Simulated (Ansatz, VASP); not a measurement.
One calculation of Rb, two programs

```
CELL_PARAMETERS angstrom
-2.95451 2.95451 2.73085
2.95451 -2.95451 2.73085
2.95451 2.95451 -2.73085
ATOMIC_POSITIONS crystal
Rb 0.00000 0.00000 0.00000
```

Alike in both runs: task single point; functional PBE; k mesh 10 × 10 × 10; occupations gaussian, width 0.1 eV; no spin polarisation.

|  | VASP | Ansatz |
| --- | --- | --- |
| version | VASP 6.6.1 | Ansatz 0.2.0 |
| potentials or method | VASP PAW PBE potentials, release 64 (Rb_sv), cutoff 520 eV | scalar-relativistic, plane waves, PAW |
| valence electrons in the cell | 9 | 9 |

```csv
,VASP,Ansatz,Ansatz less VASP
gap on the k mesh at the Fermi level (eV),none,none,-
pressure (GPa),-0.1,-0.1,0.00
```

A gap of «none» marks a metal or a gap that the smearing closes. The functional is the same, so the differences come from potentials, cutoffs and numerics.
